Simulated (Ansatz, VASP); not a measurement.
# One calculation of KF, two programs

The input INCAR:

```
PREC     = Accurate       # precision mode
ENCUT    = 520            # plane-wave cutoff, eV
EDIFF    = 1E-6           # SCF threshold, eV
ISMEAR   = 0              # smearing method
SIGMA    = 0.05           # smearing width, eV
LREAL    = False          # projectors in reciprocal space
LASPH    = True           # aspherical terms in the spheres
NELM     = 100            # most SCF steps
ALGO     = Normal         # electronic algorithm
ISIF     = 2              # what is computed and relaxed
LWAVE    = False          # write WAVECAR
LCHARG   = False          # write CHGCAR
NBANDS   = 15             # bands
```

The input KPOINTS:

```
Automatic mesh
0
Gamma
  8 8 8
```

File POSCAR:

```
KF
1.0
    0.0843843556      2.6518596787      2.6518596787
    2.6518596787      0.0843843556      2.6518596787
    2.6518596787      2.6518596787      0.0843843556
K F
1 1
Direct
    0.0000000000      0.0000000000      0.0000000000
    0.5000000000      0.5000000000      0.5000000000
```

Input for Ansatz:

```yaml
crystal:
  lattice:
    - [0.0843843556, 2.6518596787, 2.6518596787]
    - [2.6518596787, 0.0843843556, 2.6518596787]
    - [2.6518596787, 2.6518596787, 0.0843843556]
  atoms:
    - { symbol: K, position: [0.0, 0.0, 0.0] }
    - { symbol: F, position: [0.5, 0.5, 0.5] }
basis:
  ecutwfc: 520.0
kpoints:
  mp_grid: { grid: [8, 8, 8] }
hamiltonian:
  xc: lda
scf:
  occupations: { method: gaussian, width: 0.05 }
output:
  forces: true
  stress: true
  eigenvalues: true
```

Alike in both runs: task single point; functional LDA; k mesh 8 × 8 × 8; occupations gaussian, width 0.05 eV; no spin polarisation.

|  | VASP | Ansatz |
| --- | --- | --- |
| version | VASP 6.6.1 | Ansatz 0.2.0 |
| potentials or method | VASP PAW LDA potentials, release 64 (K_sv, F), cutoff 520 eV | scalar-relativistic, plane waves, PAW |
| valence electrons in the cell | 16 | 16 |

VASP gave:

```
gap on the k mesh at the Fermi level (eV)                     : 6.14
least direct gap on the mesh (eV)                             : 6.14
pressure (GPa)                                                : -1.2
traceless stress, the component that is largest in VASP (GPa) : -0.50
```

Question: Estimate Ansatz's values.

Answer: gap on the k mesh at the Fermi level (eV): 6.16; least direct gap on the mesh (eV): 6.16; pressure (GPa): -1.4; traceless stress, the component that is largest in VASP (GPa): -0.51.

LDA's correlation is that of Perdew and Zunger in VASP and of Perdew and Wang (1992) in Ansatz.
